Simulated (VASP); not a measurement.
# Br (P6_3/mmc) in VASP: notebook

Br is run at these levels: PBE; tasks: single point, relaxation of cell and atoms.

Everything below comes from runs of VASP 6.6.1. Logs are shortened: lines on timing, memory, paths and dates and some standing lists are left out, and cuts for length are marked.

## 1. The cell of the first run

Symmetry: P6_3/mmc, No. 194, hexagonal system. The conventional cell has a = 4.066 Å, b = 4.066 Å, c = 8.207 Å, α = 90.00°, β = 90.00°, γ = 120.00°. Within 4.2 Å of Br (site symmetry -3m) lie 14 Br at 3.12 to 4.10 Å. Br (site symmetry -6m2) has 12 Br at 3.12 to 4.07 Å within 4.1 Å.

## 2. Single point, PBE

File INCAR:

```
PREC = Accurate
ENCUT = 520
EDIFF = 1E-6
ISMEAR = 0
SIGMA = 0.1
LREAL = False
LASPH = True
NELM = 60
ALGO = Normal
ISIF = 2
LWAVE = False
LCHARG = False
GGA = PE
NBANDS = 22
```

File KPOINTS:

```
regular mesh
0
Gamma
  15 15 6
```

File POSCAR:

```
Br
1.0
    4.0656107469      0.0000000000      0.0000000000
   -2.0328053734      3.5209221887      0.0000000000
    0.0000000000      0.0000000000      8.2074330394
Br
4
Direct
    0.0000000000      0.0000000000      0.0000000000
    0.0000000000      0.0000000000      0.5000000000
    0.3333333333      0.6666666667      0.7500000000
    0.6666666667      0.3333333333      0.2500000000
```

Potentials or basis: VASP PAW PBE potentials, release 64 (Br).

Command:

```sh
$ cat potpaw_PBE.64/Br/POTCAR > POTCAR
$ mpirun -np 1 vasp_std > vasp.out
```

OUTCAR:

```text
PREC = Accurate
   ENCUT = 520
   EDIFF = 1E-6
   ISMEAR = 0
   LREAL = False
   LASPH = True
   NELM = 60
   ISIF = 2
   GGA = PE

 ion  position               nearest neighbor table
   1  0.000  0.000  0.000-
   2  0.000  0.000  0.500-
   3  0.333  0.667  0.750-
   4  0.667  0.333  0.250-

  LATTYP: Found a hexagonal cell.
 ALAT       =     4.0656107469
 C/A-ratio  =     2.0187454113

  Lattice vectors:

 A1 = (   4.0656107469,   0.0000000000,   0.0000000000)
 A2 = (  -2.0328053734,   3.5209221887,   0.0000000000)
 A3 = (   0.0000000000,   0.0000000000,   8.2074330394)

Analysis of symmetry for initial positions (statically):
=====================================================================
 Subroutine PRICEL returns:
 Original cell was already a primitive cell.

 Routine SETGRP: Setting up the symmetry group for a
 hexagonal supercell.

 Subroutine GETGRP returns: Found 24 space group operations
 (whereof 12 operations were pure point group operations)
 out of a pool of 24 trial point group operations.

The static configuration has the point symmetry D_3d.
 The point group associated with its full space group is D_6h.

Analysis of symmetry for dynamics (positions and initial velocities):
=====================================================================
 Subroutine PRICEL returns:
 Original cell was already a primitive cell.

 Routine SETGRP: Setting up the symmetry group for a
 hexagonal supercell.

 Subroutine GETGRP returns: Found 24 space group operations
 (whereof 12 operations were pure point group operations)
 out of a pool of 24 trial point group operations.

The dynamic configuration has the point symmetry D_3d.
 The point group associated with its full space group is D_6h.

 Subroutine INISYM returns: Found 24 space group operations
 (whereof 12 operations are pure point group operations),
 and found     1 'primitive' translations

----------------------------------------------------------------------------------------

                                     Primitive cell

  volume of cell :     117.4869

  direct lattice vectors                    reciprocal lattice vectors
     4.065610747  0.000000000  0.000000000     0.245965505  0.142008250  0.000000000
    -2.032805373  3.520922189  0.000000000     0.000000000  0.284016501  0.000000000
     0.000000000  0.000000000  8.207433039     0.000000000  0.000000000  0.121840775

  length of vectors
     4.065610747  4.065610747  8.207433039     0.284016501  0.284016501  0.121840775

  position of ions in fractional coordinates (direct lattice)
     0.000000000  0.000000000  0.000000000
     0.000000000  0.000000000  0.500000000
     0.333333333  0.666666667  0.750000000
     0.666666667  0.333333333  0.250000000

  ion indices of the primitive-cell ions
   primitive index   ion index
                 1           1
                 2           2
                 3           3
                 4           4

----------------------------------------------------------------------------------------

 KPOINTS: regular mesh

Automatic generation of k-mesh.
 Grid dimensions read from file:
 generate k-points for:   15   15    6

 Generating k-lattice:

  Cartesian coordinates                     Fractional coordinates (reciprocal lattice)
     0.016397700  0.009467217  0.000000000     0.066666667  0.000000000  0.000000000
     0.000000000  0.018934433  0.000000000     0.000000000  0.066666667  0.000000000
     0.000000000  0.000000000  0.020306796     0.000000000  0.000000000  0.166666667

  Length of vectors
     0.018934433  0.018934433  0.020306796

  Shift w.r.t. Gamma in fractional coordinates (k-lattice)
     0.000000000  0.000000000  0.000000000

 Subroutine IBZKPT returns following result:
 ===========================================

 Found    108 irreducible k-points:

 Following reciprocal coordinates:
            Coordinates               Weight
  0.000000  0.000000  0.000000      1.000000
  0.066667 -0.000000  0.000000      6.000000
  0.133333  0.000000  0.000000      6.000000
  0.200000  0.000000  0.000000      6.000000
  0.266667  0.000000  0.000000      6.000000
  0.333333  0.000000  0.000000      6.000000
[... 16 lines left out ...]
  0.333333  0.200000  0.000000     12.000000
  0.400000  0.200000  0.000000      6.000000
 [... further k-points ...]
   k-points           NKPTS =    108   k-points in BZ     NKDIM =    108   number of bands    NBANDS=     22
   number of dos      NEDOS =    301   number of ions     NIONS =      4
   total plane-waves  NPLWV =  57600
   dimension x,y,z NGX =    30 NGY =   30 NGZ =   64
   dimension x,y,z NGXF=    60 NGYF=   60 NGZF=  128
   ions per type =               4
   NGX,Y,Z   is equivalent  to a cutoff of  12.27, 12.27, 12.96 a.u.
   NGXF,Y,Z  is equivalent  to a cutoff of  24.53, 24.53, 25.93 a.u.
 SYSTEM =  unknown system
   PREC   = accura    normal or accurate (medium, high low for compatibility)
   ISTART =      0    job   : 0-new  1-cont  2-samecut
   ICHARG =      2    charge: 1-file 2-atom 10-const
   ISPIN  =      1    spin polarized calculation?
   LNONCOLLINEAR =      F non collinear calculations
   LSORBIT =      F    spin-orbit coupling
   LASPH  =      T    aspherical Exc in radial PAW
   ENCUT  =  520.0 eV  38.22 Ry    6.18 a.u.   7.56  7.56 15.26*2*pi/ulx,y,z
   NELM   =     60;   NELMIN=  2; NELMDL= -5     # of ELM steps
   EDIFF  = 0.1E-05   stopping-criterion for ELM
   LREAL  =      F    real-space projection
   EDIFFG = 0.1E-04   stopping-criterion for IOM
   NSW    =      0    number of steps for IOM
   IBRION =     -1    ionic relax: 0-MD 1-quasi-New 2-CG
   NFREE  =      0    steps in history (QN), initial steepest desc. (CG)
   ISIF   =      2    stress and relaxation
   ISYM   =      2    0-nonsym 1-usesym 2-fastsym
   POTIM  = 0.5000    time-step for ionic-motion
   TEBEG  =    0.0;   TEEND  =   0.0 temperature during run
   PSTRESS=    0.0 pullay stress
   NELECT =      28.0000    total number of electrons
   NUPDOWN=      -1.0000    fix difference up-down
   EMIN   =  10.00;   EMAX   =-10.00  energy-range for DOS
   EFERMI =   0.00;   METHOD = LEGACY
   ISMEAR =     0;   SIGMA  =   0.10  broadening in eV -4-tet -1-fermi 0-gaus
   EFERMI_NEDOS =   21; number of points for ismear=-14 and -15
   IALGO  =     38    algorithm
   IMIX   =      4    mixing-type and parameters
     AMIX     =   0.40;   BMIX     =  1.00
     AMIX_MAG =   1.60;   BMIX_MAG =  1.00
  volume/ion in A,a.u.               =      29.37       198.21
  Fermi-wavevector in a.u.,A,eV,Ry     =   1.014996  1.918064 14.016951  1.030217
  Thomas-Fermi vector in A             =   2.148256
   LORBIT       =      0    0 simple, 1 ext, 2 COOP (PROOUT), +10 PAW based schemes
   GGA     = PE    functional components
   LHFCALC =     F    Hartree Fock is set to
   AEXX    =    0.0000 exact exchange contribution
   IVDW    =     0    specifies the selected vdW correction
   LEPSILON=     F    determine dielectric tensor
   LRPA    =     F    only Hartree local field effects (RPA)
 non-spin polarized calculation
 Gauss-broadening in eV      SIGMA  =   0.10
  energy-cutoff  :      520.00
  volume of cell :      117.49
 maximum number of plane-waves:      3196
   NGX = 15   NGY = 15   NGZ = 31

 number of electron      27.9999996 magnetization

 Free energy of the ion-electron system (eV)
  ---------------------------------------------------
  ext. energy  EPLUGINS =         0.00000000
  ---------------------------------------------------
  free energy    TOTEN  =        -4.63383197 eV

  energy without entropy =       -4.60893753  energy(sigma->0) =       -4.62138475

 E-fermi :   1.0845     XC(G=0):  -8.6583

 val. band max:        1.0765363572   @ k =   0.2667   0.0667   0.3333
 cond. band min:       1.0860312157   @ k =   0.2667   0.0667   0.0000
 fundamental gap:      0.0094948584
 Fermi energy:         1.0844971736

 k-point     1 :       0.0000    0.0000    0.0000
  band No.  band energies     occupation
      1     -14.4428      2.00000
      2     -13.4038      2.00000
      3     -13.3296      2.00000
      4     -12.0267      2.00000
      5      -2.5979      2.00000
      6      -1.2786      2.00000
[... 14 lines left out ...]
     21       9.8064      0.00000
     22      10.0935      0.00000

 k-point     2 :       0.0667   -0.0000    0.0000
  band No.  band energies     occupation
      1     -14.4188      2.00000
      2     -13.3942      2.00000
      3     -13.3194      2.00000
      4     -12.0477      2.00000
      5      -2.5680      2.00000
      6      -1.4267      2.00000
[... 14 lines left out ...]
     21      10.1103      0.00000
     22      10.1869      0.00000

 k-point     3 :       0.1333    0.0000    0.0000
  band No.  band energies     occupation
      1     -14.3480      2.00000
      2     -13.3670      2.00000
      3     -13.2904      2.00000
      4     -12.1100      2.00000
      5      -2.4829      2.00000
      6      -1.9136      2.00000
[... 14 lines left out ...]
     21      10.2081      0.00000
     22      10.4557      0.00000

 k-point     4 :       0.2000    0.0000    0.0000
  band No.  band energies     occupation
      1     -14.2340      2.00000
      2     -13.3269      2.00000
      3     -13.2469      2.00000
      4     -12.2113      2.00000
      5      -2.4064      2.00000
      6      -2.3970      2.00000
[... 14 lines left out ...]
     21      10.6934      0.00000
     22      10.7432      0.00000

 k-point     5 :       0.2667    0.0000    0.0000
  band No.  band energies     occupation
      1     -14.0838      2.00000
      2     -13.2816      2.00000
      3     -13.1958      2.00000
      4     -12.3460      2.00000
      5      -2.8445      2.00000
      6      -2.6360      2.00000
[... 417 lines left out ...]
 k-point    22 :       0.2667    0.2000    0.0000
  band No.  band energies     occupation
      1     -13.6880      2.00000
      2     -13.1981      2.00000
      3     -13.0963      2.00000
      4     -12.7073      2.00000
      5      -3.3064      2.00000
      6      -2.9647      2.00000
[... 14 lines left out ...]
     21      10.4991      0.00000
     22      11.6479      0.00000

 k-point    23 :       0.3333    0.2000    0.0000
  band No.  band energies     occupation
      1     -13.5156      2.00000
      2     -13.1902      2.00000
      3     -13.0704      2.00000
      4     -12.8573      2.00000
      5      -3.4056      2.00000
      6      -3.0564      2.00000
[... 14 lines left out ...]
     21      10.8094      0.00000
     22      11.7332      0.00000

 k-point    24 :       0.4000    0.2000    0.0000
  band No.  band energies     occupation
      1     -13.4214      2.00000
      2     -13.2041      2.00000
      3     -13.0612      2.00000
      4     -12.9268      2.00000
      5      -3.4385      2.00000
      6      -3.0877      2.00000
[... 14 lines left out ...]
     21      10.9526      0.00000
     22      11.7731      0.00000

 [... further k-points ...]

------------------------ aborting loop because EDIFF is reached ----------------------------------------

  FORCE on cell =-STRESS in cart. coord.  units (eV):
  Direction    XX          YY          ZZ          XY          YZ          ZX
  --------------------------------------------------------------------------------------
  -------------------------------------------------------------------------------------
  Total        0.0037922      0.0037922     -0.0051244      0.0000000      0.0000000     -0.0000000
  in kB        0.0517151      0.0517151     -0.0698815      0.0000000      0.0000000     -0.0000000
  external PRESSURE =       0.0111829 kB  Pullay stress =       0.0000000 kB

 VOLUME and BASIS-vectors are now :
 -----------------------------------------------------------------------------
  energy-cutoff  :      520.00
  volume of cell :      117.49
      direct lattice vectors                 reciprocal lattice vectors
     4.065610747  0.000000000  0.000000000     0.245965505  0.142008250  0.000000000
    -2.032805373  3.520922189  0.000000000     0.000000000  0.284016501  0.000000000
     0.000000000  0.000000000  8.207433039     0.000000000  0.000000000  0.121840775

 POSITION                                       TOTAL-FORCE (eV/Angst)
 -----------------------------------------------------------------------------------
      0.00000      0.00000      0.00000        -0.000000      0.000000      0.000000
      0.00000      0.00000      4.10372        -0.000000      0.000000      0.000000
     -0.00000      2.34728      6.15557         0.000000      0.000000      0.000000
      2.03281      1.17364      2.05186        -0.000000      0.000000     -0.000000
 -----------------------------------------------------------------------------------
    total drift:                                0.000000     -0.000000      0.000000

  FREE ENERGIE OF THE ION-ELECTRON SYSTEM (eV)
  ---------------------------------------------------
  free  energy   TOTEN  =        -4.6338319654 eV

  energy  without entropy=       -4.6089375331  energy(sigma->0) =       -4.62138475
```

Wall time 2.8 min (1 thread of Intel Xeon Platinum 8259CL at 2.50GHz (Skylake/Cascade Lake), shared host); peak memory 0.35 GiB.

Results:

| Property | Result |
| --- | --- |
| Free energy | -4.6338 eV |
| Pressure | 0.0 GPa |
| Band gap on the k mesh | zero (bands 14 and 15 overlap by 0.85 eV) |

Levels at points of the mesh, in eV from the Fermi level:
```
           k point  band 10  band 11  band 12  band 13  band 14  band 15  band 16  band 17  band 18  band 19
(0.00, 0.00, 0.00)    -1.52    -1.52    -1.35    -1.35    -0.27    -0.27     0.55     6.34     6.65     8.33
(0.00, 0.00, 0.50)    -2.11    -0.65    -0.65    -0.65    -0.65    -0.47    -0.47     7.40     7.40     7.75
```

## 3. Relaxation of cell and atoms, PBE

This run uses another cell than the first one, of 47.27 Å³/atom.

File INCAR:

```
ALGO     = Normal         # electronic algorithm
EDIFF    = 1E-7           # SCF threshold, eV
EDIFFG   = -0.01          # ionic threshold
ENCUT    = 600            # plane-wave cutoff, eV
GGA      = PE             # functional
IBRION   = 2              # ionic algorithm
ISIF     = 3              # what is computed and relaxed
ISMEAR   = 0              # smearing method
LASPH    = T              # aspherical terms in the spheres
LCHARG   = F              # write CHGCAR
LREAL    = F              # projectors in reciprocal space
LWAVE    = F              # write WAVECAR
NELM     = 60             # most SCF steps
NSW      = 100            # ionic steps
PREC     = Accurate       # precision mode
SIGMA    = 0.1            # smearing width, eV
```

File KPOINTS:

```
k-points
0
Gamma
  12 12 6
```

File POSCAR:

```
Br
1.0
    4.9207555249      0.0000000000      0.0000000000
   -2.4603777624      4.2614992904      0.0000000000
    0.0000000000      0.0000000000      9.0173557380
Br
4
Direct
    0.0000000000      0.0000000000      0.7500000000
    0.0000000000      0.0000000000      0.2500000000
    0.3333333333      0.6666666667      0.7500000000
    0.6666666667      0.3333333333      0.2500000000
```

Potentials or basis: VASP PAW PBE potentials, release 64 (Br).

Command:

```sh
$ cat potpaw_PBE.64/Br/POTCAR > POTCAR
$ mpirun -np 1 vasp_std > vasp.out
```

Wall time 13 min (1 thread of Oxide Virtual Turin-like, shared host); peak memory 0.46 GiB.

Results (log left out):

- Free energy: -5.1791 eV
- Relaxed volume: 47.08 Å³/atom
- Relaxed cell: a = 4.910 Å, b = 4.910 Å, c = 9.020 Å, α = 90.00°, β = 90.00°, γ = 120.00°
- Space group after relaxing (to 0.1 Å): P6_3/mmc (No. 194)
- Energy gained by relaxing: 0.1 meV/atom
- Ionic steps: 2
- Pressure after relaxing: 0.0 GPa
- Band gap on the k mesh: zero (filled and empty bands touch)

Step by step:
| step | energy change (eV) | largest force (eV/Å) | pressure (GPa) | volume (Å³) |
| --- | --- | --- | --- | --- |
| 1 | 0.0000 | 0.0000 | -0.10 | 189.09 |
| 2 | -0.0004 | 0.0000 | 0.01 | 188.31 |

Final structure:
```
Br
1.0
     4.90990    0.00000    0.00000
    -2.45495    4.25210    0.00000
     0.00000    0.00000    9.01957
Br
4
Direct
  0.00000 0.00000 0.75000
  0.00000 0.00000 0.25000
  0.33333 0.66667 0.75000
  0.66667 0.33333 0.25000
```

Levels at points of the mesh, in eV from the Fermi level:
```
           k point  band 10  band 11  band 12  band 13  band 14  band 15  band 16  band 17  band 18
(0.00, 0.00, 0.00)    -2.13    -0.23    -0.06    -0.05    -0.05    -0.03    -0.03     5.12     7.56
(0.50, 0.00, 0.00)    -1.64    -1.05    -0.93    -0.12    -0.12     1.14     1.15     7.00     7.12
(0.00, 0.00, 0.50)    -2.42    -0.15    -0.15    -0.04    -0.04    -0.04    -0.04     6.16     6.16
(0.50, 0.00, 0.50)    -1.74    -1.03    -1.03    -0.12    -0.12     1.14     1.14     7.24     7.24
```

Caveat: this functional lacks dispersion, which binds the layers, so the pressure and a relaxed spacing across them are unreliable.
